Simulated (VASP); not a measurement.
# Cr (I4/mmm) in VASP: a series of runs

The runs below take Cr through single point, with PBEsol.

Program: VASP 6.6.1. These are calculated values, not measurements. Logs are shortened: lines on timing, memory, paths and dates and some standing lists are left out, and cuts for length are marked.

### Step 1. The cell of the first run

It takes space group I4/mmm (No. 139, tetragonal). The conventional cell has a = 2.884 Å, b = 2.884 Å, c = 2.956 Å, α = 90.00°, β = 90.00°, γ = 90.00°. Within 3.3 Å of Cr (site symmetry 4/mmm) lie 14 Cr at 2.52 to 2.96 Å.

### Step 2. Single point, PBEsol (strain +0.0250 x Voigt [1, 0, 0, 0, 0, 0])

The input, INCAR:

```
PREC = Accurate ; ENCUT = 520
EDIFF = 1E-6 ; ISMEAR = 0
SIGMA = 0.15 ; LREAL = False
LASPH = True ; NELM = 60
ALGO = Fast ; ISIF = 2
LWAVE = False ; LCHARG = False
GGA = PS ; NBANDS = 12
```

The input, KPOINTS:

```
Automatic mesh
0
Gamma
  24 24 24
```

The input, POSCAR:

```
Cr
1.0
   -1.4779987500      1.4419500000      1.4419500000
    1.4779987500     -1.4419500000      1.4419500000
    1.4779987500      1.4419500000     -1.4419500000
Cr
1
Direct
    0.0000000000      0.0000000000      0.0000000000
```

Potentials or basis: VASP PAW PBE potentials, release 64 (Cr_pv).

Command:

```
$ cat potpaw_PBE.64/Cr_pv/POTCAR > POTCAR
$ mpirun -np 1 vasp_std > vasp.out
```

OUTCAR:

```text
PREC = Accurate
   ENCUT = 520
   EDIFF = 1E-6
   ISMEAR = 0
   LREAL = False
   LASPH = True
   NELM = 60
   ISIF = 2
   GGA = PS

 ion  position               nearest neighbor table
   1  0.000  0.000  0.000-

  LATTYP: Found a body centered tetragonal cell.
 ALAT       =     2.8839000000
 C/A-ratio  =     1.0250000000

  Lattice vectors:

 A1 = (  -1.4779987500,   1.4419500000,  -1.4419500000)
 A2 = (  -1.4779987500,  -1.4419500000,   1.4419500000)
 A3 = (   1.4779987500,   1.4419500000,   1.4419500000)

Analysis of symmetry for initial positions (statically):
=====================================================================
 Subroutine PRICEL returns:
 Original cell was already a primitive cell.

 Routine SETGRP: Setting up the symmetry group for a
 body centered tetragonal supercell.

 Subroutine GETGRP returns: Found 16 space group operations
 (whereof 16 operations were pure point group operations)
 out of a pool of 16 trial point group operations.

The static configuration has the point symmetry D_4h.

Analysis of symmetry for dynamics (positions and initial velocities):
=====================================================================
 Subroutine PRICEL returns:
 Original cell was already a primitive cell.

 Routine SETGRP: Setting up the symmetry group for a
 body centered tetragonal supercell.

 Subroutine GETGRP returns: Found 16 space group operations
 (whereof 16 operations were pure point group operations)
 out of a pool of 16 trial point group operations.

The dynamic configuration has the point symmetry D_4h.

 Subroutine INISYM returns: Found 16 space group operations
 (whereof 16 operations are pure point group operations),
 and found     1 'primitive' translations

----------------------------------------------------------------------------------------

                                     Primitive cell

  volume of cell :      12.2923

  direct lattice vectors                    reciprocal lattice vectors
    -1.477998750  1.441950000  1.441950000     0.000000000  0.346752661  0.346752661
     1.477998750 -1.441950000  1.441950000     0.338295279  0.000000000  0.346752661
     1.477998750  1.441950000 -1.441950000     0.338295279  0.346752661  0.000000000

  length of vectors
     2.518515418  2.518515418  2.518515418     0.490382316  0.484438958  0.484438958

  position of ions in fractional coordinates (direct lattice)
     0.000000000  0.000000000  0.000000000

  ion indices of the primitive-cell ions
   primitive index   ion index
[... 82 lines left out ...]
   TEBEG  =    0.0;   TEEND  =   0.0 temperature during run
   PSTRESS=    0.0 pullay stress
   NELECT =      12.0000    total number of electrons
   NUPDOWN=      -1.0000    fix difference up-down
   EMIN   =  10.00;   EMAX   =-10.00  energy-range for DOS
   EFERMI =   0.00;   METHOD = LEGACY
   ISMEAR =     0;   SIGMA  =   0.15  broadening in eV -4-tet -1-fermi 0-gaus
   EFERMI_NEDOS =   21; number of points for ismear=-14 and -15
   IALGO  =     68    algorithm
   IMIX   =      4    mixing-type and parameters
     AMIX     =   0.40;   BMIX     =  1.00
     AMIX_MAG =   1.60;   BMIX_MAG =  1.00
  volume/ion in A,a.u.               =      12.29        82.95
  Fermi-wavevector in a.u.,A,eV,Ry     =   1.624016  3.068946 35.884406  2.637429
  Thomas-Fermi vector in A             =   2.717372
   LORBIT       =      0    0 simple, 1 ext, 2 COOP (PROOUT), +10 PAW based schemes
   GGA     = PS    functional components
   LHFCALC =     F    Hartree Fock is set to
   AEXX    =    0.0000 exact exchange contribution
   IVDW    =     0    specifies the selected vdW correction
   LEPSILON=     F    determine dielectric tensor
   LRPA    =     F    only Hartree local field effects (RPA)
 non-spin polarized calculation
 RMM-DIIS sequential band-by-band and
 Gauss-broadening in eV      SIGMA  =   0.15
  energy-cutoff  :      520.00
  volume of cell :       12.29
 maximum number of plane-waves:       348
   NGX =  9   NGY =  9   NGZ =  9

 number of electron      12.0000000 magnetization

 Free energy of the ion-electron system (eV)
  ---------------------------------------------------
  ext. energy  EPLUGINS =         0.00000000
  ---------------------------------------------------
  free energy    TOTEN  =       -10.15197352 eV

  energy without entropy =      -10.14427390  energy(sigma->0) =      -10.14812371

 E-fermi :   9.9660     XC(G=0): -13.4724

 val. band max:        9.9569135619   @ k =   0.3750   0.0417   0.0417
 cond. band min:       9.9766874709   @ k =   0.2917  -0.1667   0.1667
 fundamental gap:      0.0197739089
 Fermi energy:         9.9660212563

 k-point     1 :       0.0000    0.0000    0.0000
  band No.  band energies     occupation
      1     -32.7094      2.00000
      2     -32.6992      2.00000
      3     -32.6992      2.00000
      4       2.3106      2.00000
      5       9.0696      2.00000
      6       9.0696      2.00000
      7       9.2532      2.00000
      8      10.8915      0.00000
      9      11.0806      0.00000
     10      17.0110      0.00000
     11      31.4222      0.00000
     12      31.9500      0.00000
[... 331 lines left out ...]
 k-point    24 :       0.4167    0.0417    0.0000
  band No.  band energies     occupation
      1     -33.4247      2.00000
      2     -32.9550      2.00000
      3     -32.7181      2.00000
      4       5.8412      2.00000
      5       7.6215      2.00000
      6      10.3467      0.00033
      7      11.1118      0.00000
      8      11.4534      0.00000
      9      12.5700      0.00000
     10      17.0083      0.00000
     11      20.0172      0.00000
     12      26.4588      0.00000

 [... further k-points ...]

------------------------ aborting loop because EDIFF is reached ----------------------------------------

  FORCE on cell =-STRESS in cart. coord.  units (eV):
  Direction    XX          YY          ZZ          XY          YZ          ZX
  --------------------------------------------------------------------------------------
  -------------------------------------------------------------------------------------
  Total       -2.1211017     -1.5582784     -1.5582784      0.0000000      0.0000000      0.0000000
  in kB     -276.4633858   -203.1052606   -203.1052606      0.0000000      0.0000000      0.0000000
  external PRESSURE =    -227.5579690 kB  Pullay stress =       0.0000000 kB

 VOLUME and BASIS-vectors are now :
 -----------------------------------------------------------------------------
  energy-cutoff  :      520.00
  volume of cell :       12.29
      direct lattice vectors                 reciprocal lattice vectors
    -1.477998750  1.441950000  1.441950000     0.000000000  0.346752661  0.346752661
     1.477998750 -1.441950000  1.441950000     0.338295279  0.000000000  0.346752661
     1.477998750  1.441950000 -1.441950000     0.338295279  0.346752661  0.000000000

 POSITION                                       TOTAL-FORCE (eV/Angst)
 -----------------------------------------------------------------------------------
      0.00000      0.00000      0.00000         0.000000     -0.000000      0.000000
 -----------------------------------------------------------------------------------
    total drift:                                0.000000     -0.000000      0.000000

  FREE ENERGIE OF THE ION-ELECTRON SYSTEM (eV)
  ---------------------------------------------------
  free  energy   TOTEN  =       -10.1519735169 eV

  energy  without entropy=      -10.1442738962  energy(sigma->0) =      -10.14812371
```

stdout:

```text
POSCAR found type information on POSCAR Cr
 POSCAR found :  1 types and       1 ions
 scaLAPACK will be used
 -----------------------------------------------------------------------------
|                                                                             |
|                                                                             |
|     You enforced a specific xc type in the INCAR file but a different       |
|     I HOPE YOU KNOW WHAT YOU ARE DOING!                                     |
|                                                                             |
 -----------------------------------------------------------------------------

 LDA part: xc-table for (Slater+PW92), standard interpolation
 POSCAR, INCAR and KPOINTS ok, starting setup
 FFT: planning ... GRIDC
 FFT: planning ... GRID_SOFT
 FFT: planning ... GRID
 WAVECAR not read
 entering main loop
WARNING in EDDRMM: call to ZHEGV failed, returncode =   8  4     10
WARNING in EDDRMM: call to ZHEGV failed, returncode =   6  3     10
WARNING in EDDRMM: call to ZHEGV failed, returncode =   6  3     10
WARNING in EDDRMM: call to ZHEGV failed, returncode =   6  3     10
```

It took 62 s on 1 thread of Intel Xeon 6975P-C (Granite Rapids), shared host; peak memory 0.25 GiB.

Results:

- Free energy: -10.1520 eV
- Pressure: -22.8 GPa
- Band gap on the k mesh: zero (band 6 reaches 12.19 eV, above the bottom of band 7 at 9.24 eV)

Levels at points of the mesh, in eV from the Fermi level:
```tsv
k point	band 4	band 5	band 6	band 7	band 8	band 9
(0.00, 0.00, 0.00)	-7.66	-0.90	-0.90	-0.71	0.93	1.11
(0.50, 0.00, 0.00)	-4.17	-2.41	1.11	1.15	1.39	2.63
(0.00, 0.50, 0.00)	-4.15	-2.18	0.89	0.93	1.32	2.60
(0.50, 0.50, 0.50)	-4.01	-3.94	2.22	2.27	2.27	7.04
```

Caveat: the cell differs from its parent crystal (strain +0.0250 x Voigt [1, 0, 0, 0, 0, 0]); the PAW data sets were made with another functional, which shifts forces and pressure a little; the run has no spin polarisation, though such a crystal can be magnetic. Spin polarisation is off, so any magnetic state and its effect on volume and gap are missing.

### Step 3. Single point, PBEsol (strain +0.0500 x Voigt [1, 0, 0, 0, 0, 0])

The input, INCAR:

```
PREC     = Accurate       # precision mode
ENCUT    = 520            # plane-wave cutoff, eV
EDIFF    = 1E-6           # SCF threshold, eV
ISMEAR   = 0              # smearing method
SIGMA    = 0.15           # smearing width, eV
LREAL    = F              # projectors in reciprocal space
LASPH    = T              # aspherical terms in the spheres
NELM     = 60             # most SCF steps
ALGO     = Fast           # electronic algorithm
ISIF     = 2              # what is computed and relaxed
LWAVE    = F              # write WAVECAR
LCHARG   = F              # write CHGCAR
GGA      = PS             # functional
NBANDS   = 12             # bands
```

KPOINTS is that of step 2.

The input, POSCAR:

```
Cr
1.0
   -1.5140475000      1.4419500000      1.4419500000
    1.5140475000     -1.4419500000      1.4419500000
    1.5140475000      1.4419500000     -1.4419500000
Cr
1
Direct
    0.0000000000      0.0000000000      0.0000000000
```

Potentials or basis: VASP PAW PBE potentials, release 64 (Cr_pv).

Command:

```
$ cat potpaw_PBE.64/Cr_pv/POTCAR > POTCAR
$ mpirun -np 1 vasp_std > vasp.out
```

Run time: 62 s. Hardware: 1 thread of Intel Xeon 6975P-C (Granite Rapids), shared host; peak memory 0.26 GiB.

It converged, with:

```
Free energy            : -10.0929 eV
Pressure               : -26.6 GPa
Band gap on the k mesh : zero (band 6 reaches 11.77 eV, above the bottom of band 7 at 9.03 eV)
```

Stress tensor (GPa, compression positive):
```
-35.40   0.00   0.00
  0.00 -22.20   0.00
  0.00   0.00 -22.20
```

Levels at points of the mesh, in eV from the Fermi level:
| k point | band 3 | band 4 | band 5 | band 6 | band 7 | band 8 | band 9 | band 10 |
| --- | --- | --- | --- | --- | --- | --- | --- | --- |
| (0.00, 0.00, 0.00) | -42.68 | -7.56 | -0.91 | -0.91 | -0.56 | 0.80 | 1.16 | 7.04 |
| (0.50, 0.00, 0.00) | -42.71 | -4.05 | -2.45 | 1.20 | 1.23 | 1.42 | 2.56 | 7.04 |
| (0.00, 0.50, 0.00) | -42.69 | -4.03 | -2.03 | 0.77 | 0.80 | 1.32 | 2.50 | 7.04 |
| (0.50, 0.50, 0.50) | -43.15 | -3.91 | -3.77 | 2.13 | 2.21 | 2.21 | 7.04 | 8.71 |

Caveat: the cell differs from its parent crystal (strain +0.0500 x Voigt [1, 0, 0, 0, 0, 0]); the PAW data sets were made with another functional, which shifts forces and pressure a little; the run has no spin polarisation, though such a crystal can be magnetic. Spin polarisation is off, so any magnetic state and its effect on volume and gap are missing.
